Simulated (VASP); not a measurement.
# Si6O11 (a cell with a defect) in VASP: notebook, part 2 of 2

VASP 6.6.1.

**3. Single point, PBE+D3(BJ)**

INCAR reads:

```
PREC = Accurate ; ENCUT = 520
EDIFF = 1E-7 ; ISMEAR = 0
SIGMA = 0.05 ; LREAL = Auto
LASPH = T ; NELM = 100
ALGO = Normal ; ISIF = 2
LWAVE = F ; LCHARG = F
GGA = PE ; IVDW = 12
NBANDS = 59 ; NELECT = 88.0
```

KPOINTS reads:

```
Automatic mesh
0
Gamma
  4 4 2
```

POSCAR reads:

```
Si6O11
1.0
   -2.4573906087      4.2563253884      0.0000000000
    0.0000000000      0.0000000000      5.4210324304
    7.3721718262      4.2563253883      0.0000000000
Si O
6 11
Direct
    0.7669799462      0.6666666667      0.2330200538
    0.2669799462      0.6666666667      0.7330200538
    0.9660401075      0.3333333333      0.5000000000
    0.4660401075      0.3333333333      0.0000000000
    0.2669799462      0.0000000000      0.2669799462
    0.7669799462      0.0000000000      0.7669799462
    0.2730030153      0.2203350802      0.1370425925
    0.7730030153      0.2203350802      0.6370425925
    0.0690623811      0.8870017469      0.7949771961
    0.6579346037      0.5536684135      0.0679802114
    0.1579346037      0.5536684135      0.5679802114
    0.0690623811      0.7796649198      0.2050228039
    0.5690623811      0.7796649198      0.7050228039
    0.1718653357      0.0617831996      0.4802019080
    0.6579346037      0.1129982531      0.9320197886
    0.7730030153      0.4463315865      0.3629574075
    0.2730030153      0.4463315865      0.8629574075
```

Potentials or basis: VASP PAW PBE potentials, release 64 (Si, O).

Started as:

```sh
$ cat potpaw_PBE.64/Si/POTCAR potpaw_PBE.64/O/POTCAR > POTCAR
$ mpirun -np 1 vasp_std > vasp.out
```

OUTCAR:

```text
PREC = Accurate
   ENCUT = 520
   EDIFF = 1E-7
   ISMEAR = 0
   LREAL = Auto
   LASPH = T
   NELM = 100
   ISIF = 2
   GGA = PE
   IVDW = 12
   NELECT = 88.0
 IVDW          = 12

 ion  position               nearest neighbor table
   1  0.767  0.667  0.233-  12 1.62  10 1.62  16 1.63   5 3.06   5 3.06   3 3.06   4 3.06
   2  0.267  0.667  0.733-  13 1.62  11 1.62  17 1.63   9 1.63   6 3.06   6 3.06   4 3.06   3 3.06

   3  0.966  0.333  0.500-   8 1.62  16 1.62  11 1.63  14 1.79   6 3.06   1 3.06   5 3.06   2 3.06

   4  0.466  0.333  0.000-   7 1.62  17 1.62  15 1.63  10 1.63   5 3.06   2 3.06   6 3.06   1 3.06

   5  0.267  0.000  0.267-   7 1.63  12 1.63  14 1.90   4 3.06   1 3.06   1 3.06   3 3.06
   6  0.767  0.000  0.767-  15 1.62   9 1.62   8 1.63  13 1.63   3 3.06   2 3.06   2 3.06   4 3.06

   7  0.273  0.220  0.137-   4 1.62   5 1.63
   8  0.773  0.220  0.637-   3 1.62   6 1.63
   9  0.069  0.887  0.795-   6 1.62   2 1.63
  10  0.658  0.554  0.068-   1 1.62   4 1.63
  11  0.158  0.554  0.568-   2 1.62   3 1.63
  12  0.069  0.780  0.205-   1 1.62   5 1.63
  13  0.569  0.780  0.705-   2 1.62   6 1.63
  14  0.172  0.062  0.480-   3 1.79   5 1.90
[... 224 lines left out ...]
      1     -18.6160      2.00000
      2     -17.8647      2.00000
      3     -17.7617      2.00000
      4     -17.4387      2.00000
      5     -17.2627      2.00000
      6     -16.5755      2.00000
[... 1169 lines left out ...]
     55      10.8579      0.00000
     56      11.2075      0.00000
 [bands above 56 left out]

------------------------ aborting loop because EDIFF is reached ----------------------------------------

 Edisp (eV)   -2.41850

 E8    (eV) :    -0.8300

  FORCE on cell =-STRESS in cart. coord.  units (eV):
  Direction    XX          YY          ZZ          XY          YZ          ZX
  --------------------------------------------------------------------------------------
  -------------------------------------------------------------------------------------
  Total     -23.12869   -19.08579   -20.54571    -1.65402     4.12174    -3.32117
  in kB    -163.38443  -134.82481  -145.13787   -11.68423    29.11654   -23.46125
  external pressure =     -147.78 kB  Pullay stress =        0.00 kB

 VOLUME and BASIS-vectors are now :
 -----------------------------------------------------------------------------
  energy-cutoff  :      520.00
  volume of cell :      226.80
      direct lattice vectors                 reciprocal lattice vectors
    -2.457390609  4.256325388  0.000000000    -0.101733928  0.176208333  0.000000000
     0.000000000  0.000000000  5.421032430     0.000000000  0.000000000  0.184466707
     7.372171826  4.256325388  0.000000000     0.101733928  0.058736111  0.000000000

 POSITION                                       TOTAL-FORCE (eV/Angst)
 -----------------------------------------------------------------------------------
     -0.16691      4.25633      3.61402        -1.040562      0.107123     -2.099338
      4.74788      4.25633      3.61402         0.009786     -0.100958     -0.016495
      1.31215      6.23994      1.80701         1.105720      2.383099     -0.872215
     -1.14524      1.98362      1.80701        -1.648821     -0.961237     -0.220840
      1.31215      2.27271      0.00000         3.050163     -0.011781      0.932521
      3.76954      6.52903      0.00000        -0.040134      0.088521     -0.119038
[... 9 lines left out ...]
      0.77621      4.83502      2.41958        -0.352428     -0.641036      0.252753
      5.69100      4.83502      2.41958         0.356263      0.219748     -0.127962
 -----------------------------------------------------------------------------------
    total drift:                                0.003190     -0.001438     -0.002497

  FREE ENERGIE OF THE ION-ELECTRON SYSTEM (eV)
  ---------------------------------------------------
  free  energy   TOTEN  =      -135.5244805640 eV

  energy  without entropy=     -135.5113290886  energy(sigma->0) =     -135.51790483
```

Run time: 7 min. Hardware: 1 thread of AMD EPYC 7R13 (Zen 3), shared host; peak memory 0.35 GiB.

What came out:

| Item | Value |
| --- | --- |
| Free energy | -135.5245 eV |
| Largest force | 5.013 eV/Å |
| Dispersion energy per atom | -0.142 eV |

Forces on the atoms (eV/Å):
```
Si  -1.041  0.107 -2.099
Si   0.010 -0.101 -0.016
Si   1.106  2.383 -0.872
Si  -1.649 -0.961 -0.221
Si   3.050 -0.012  0.933
Si  -0.040  0.089 -0.119
O    1.646  0.801 -1.006
O   -0.029 -0.366  0.118
O    0.197  0.156 -0.047
O    0.715  0.742  1.203
O   -0.498 -0.465 -0.353
O    0.218  0.198  0.689
O   -0.155  0.131  0.024
O   -4.181 -2.434  1.315
O    0.647  0.153  0.329
O   -0.352 -0.641  0.253
O    0.356  0.220 -0.128
```

Caveat: the k points lie up to 0.37 Å⁻¹ apart; the cell carries a net charge on a neutralising background, which shifts energy and pressure; the cell differs from its parent crystal (atoms taken out, atom 14 moved 0.000 of the way to it and +0.500 Å across, host rigid); the cell is charged against a uniform background, so pressure and absolute levels hang on convention.

**4. Single point, PBE+D3(BJ)**

INCAR reads:

```
SYSTEM = Si6O11
ALGO     = Normal         ! electronic algorithm
EDIFF    = 1E-6           ! SCF threshold, eV
ENCUT    = 520            ! plane-wave cutoff, eV
GGA      = PE             ! functional
ISIF     = 2              ! what is computed and relaxed
ISMEAR   = 0              ! smearing method
IVDW     = 12             ! dispersion correction
LASPH    = .True.         ! aspherical terms in the spheres
LCHARG   = .True.         ! write CHGCAR
LELF     = .True.         ! ELF
LREAL    = Auto         
LVHAR    = .True.       
LWAVE    = .False.        ! write WAVECAR
NBANDS   = 59             ! bands
NELECT   = 88.0         
NELM     = 60             ! most SCF steps
PREC     = Accurate       ! precision mode
SIGMA    = 0.05           ! smearing width, eV
```

KPOINTS reads:

```
k-points
0
Gamma
  4 4 2
  0 0 0
```

POSCAR, as its differences from that of step 3:

```diff
@@ -21,3 +21,3 @@
     0.5690623811      0.7796649198      0.7050228039
-    0.1718653357      0.0617831996      0.4802019080
+    0.5141887259     -0.0719449265      0.3000619904
     0.6579346037      0.1129982531      0.9320197886
```

Started as:

```sh
$ cat potpaw_PBE.64/Si/POTCAR potpaw_PBE.64/O/POTCAR > POTCAR
$ mpirun -np 1 vasp_std > vasp.out
```

Run time: 5.3 min. Hardware: 1 thread of AMD EPYC 7R13 (Zen 3), shared host; peak memory 0.35 GiB.

It converged, with:

```
Free energy                : -133.5829 eV
Largest force              : 26.395 eV/Å
Dispersion energy per atom : -0.142 eV
```

Forces in eV/Å, atoms in the order of the input:
```
Si   -0.129  -1.722   0.743
Si    1.225   1.515   0.221
Si    2.455  -0.605   2.760
Si   -0.790  -0.442   0.294
Si    2.623 -21.198   6.489
Si    1.182   0.513  -1.288
O     1.894  -0.691   0.034
O    -1.808  -0.057   0.077
O    -0.449  -0.182   0.019
O     0.920   0.854   1.059
O    -1.375  -1.050  -1.186
O     1.551  -0.506   0.802
O    -0.358  -0.195   0.049
O    -7.117  23.523  -9.628
O     0.099   0.018   0.200
O     0.151   0.294  -0.528
O    -0.074  -0.070  -0.116
```

Levels at points of the mesh, in eV from the Fermi level:
```
           k point  band 41  band 42  band 43  band 44  band 45  band 46  band 47  band 48
(0.00, 0.00, 0.00)    -0.86    -0.72    -0.33    -0.08    -0.03     4.40     6.02     6.54
(0.50, 0.00, 0.00)    -0.71    -0.66    -0.22    -0.07     0.13     4.24     5.85     7.04
(0.00, 0.50, 0.00)    -0.79    -0.55    -0.41    -0.06     0.14     4.13     6.13     6.54
(0.50, 0.50, 0.00)    -0.92    -0.60    -0.53    -0.43     0.20     4.46     6.20     6.83
(0.00, 0.00, 0.50)    -0.82    -0.72    -0.31    -0.06     0.09     4.24     6.19     6.47
(0.50, 0.00, 0.50)    -0.71    -0.64    -0.24    -0.08     0.07     4.27     5.86     7.07
(0.00, 0.50, 0.50)    -0.79    -0.62    -0.45    -0.04     0.18     4.11     6.12     6.56
(0.50, 0.50, 0.50)    -0.88    -0.55    -0.53    -0.35     0.09     4.46     6.22     6.93
```

Caveat: the k points lie up to 0.37 Å⁻¹ apart; the cell carries a net charge on a neutralising background, which shifts energy and pressure; the cell differs from its parent crystal (atoms taken out, atom 14 moved 0.875 of the way to it and -0.125 Å across, host rigid); the cell is charged against a uniform background, so pressure and absolute levels hang on convention.

**5. Single point, PBE+D3(BJ)**

INCAR reads:

```
SYSTEM = Si6O11
ALGO = Normal
EDIFF = 1E-6
ENCUT = 520
GGA = PE
ISIF = 2
ISMEAR = 0
IVDW = 12
LASPH = .True.
LCHARG = .False.
LREAL = Auto
LWAVE = .False.
NBANDS = 59
NELECT = 88.0
NELM = 60
PREC = Accurate
SIGMA = 0.05
```

KPOINTS is that of step 4.

POSCAR, as its differences from that of step 4:

```diff
@@ -21,3 +21,3 @@
     0.5690623811      0.7796649198      0.7050228039
-    0.5141887259     -0.0719449265      0.3000619904
+    0.2607165480      0.0564991266      0.3977591405
     0.6579346037      0.1129982531      0.9320197886
```

Started as:

```sh
$ cat potpaw_PBE.64/Si/POTCAR potpaw_PBE.64/O/POTCAR > POTCAR
$ mpirun -np 1 vasp_std > vasp.out
```

It took 15 min on 1 thread of Intel Xeon 8259CL, shared host; peak memory 0.38 GiB.

It converged, with:

```
Free energy                : -127.0905 eV
Largest force              : 57.806 eV/Å
Dispersion energy per atom : -0.142 eV
```

Forces on the atoms (eV/Å):
```
Si   -2.380   0.932  -2.523
Si    0.420   0.425   0.012
Si    1.615   1.848   1.020
Si   -0.912  -1.516  -0.779
Si  -46.588 -26.997 -13.072
Si    0.345   0.327  -0.633
O    -0.136   0.435  -0.726
O    -1.801  -0.072   0.013
O    -0.116   0.019  -0.007
O     0.849   0.937   1.535
O    -1.002  -0.986  -1.198
O     0.109  -0.747  -0.153
O    -0.196   0.026   0.093
O    49.361  25.292  16.290
O     0.451   0.228   0.361
O    -0.183  -0.299  -0.194
O     0.165   0.148  -0.038
```

Levels at points of the mesh, in eV from the Fermi level:
| k point | band 41 | band 42 | band 43 | band 44 | band 45 | band 46 | band 47 | band 48 |
| --- | --- | --- | --- | --- | --- | --- | --- | --- |
| (0.00, 0.00, 0.00) | -0.83 | -0.60 | -0.53 | -0.15 | -0.02 | 4.30 | 5.68 | 6.73 |
| (0.50, 0.00, 0.00) | -0.81 | -0.64 | -0.18 | -0.07 | 0.84 | 3.49 | 5.33 | 6.97 |
| (0.00, 0.50, 0.00) | -0.94 | -0.50 | -0.38 | -0.01 | 0.19 | 3.73 | 6.07 | 6.98 |
| (0.50, 0.50, 0.00) | -0.72 | -0.59 | -0.55 | -0.47 | 0.67 | 4.17 | 4.79 | 6.81 |
| (0.00, 0.00, 0.50) | -0.83 | -0.56 | -0.45 | -0.16 | -0.02 | 4.24 | 5.67 | 6.76 |
| (0.50, 0.00, 0.50) | -0.73 | -0.63 | -0.19 | -0.08 | 0.85 | 3.47 | 5.33 | 6.92 |
| (0.00, 0.50, 0.50) | -0.90 | -0.52 | -0.40 | 0.00 | 0.18 | 3.77 | 6.01 | 6.98 |
| (0.50, 0.50, 0.50) | -0.70 | -0.59 | -0.45 | -0.39 | 0.61 | 4.18 | 4.81 | 6.79 |

Caveat: the k points lie up to 0.37 Å⁻¹ apart; the cell carries a net charge on a neutralising background, which shifts energy and pressure; the cell differs from its parent crystal (atoms taken out, atom 14 moved 0.250 of the way to it and +0.000 Å across, host rigid); the cell is charged against a uniform background, so pressure and absolute levels hang on convention; atoms lie so close that the PAW spheres overlap strongly, which falsifies energies and pressures.
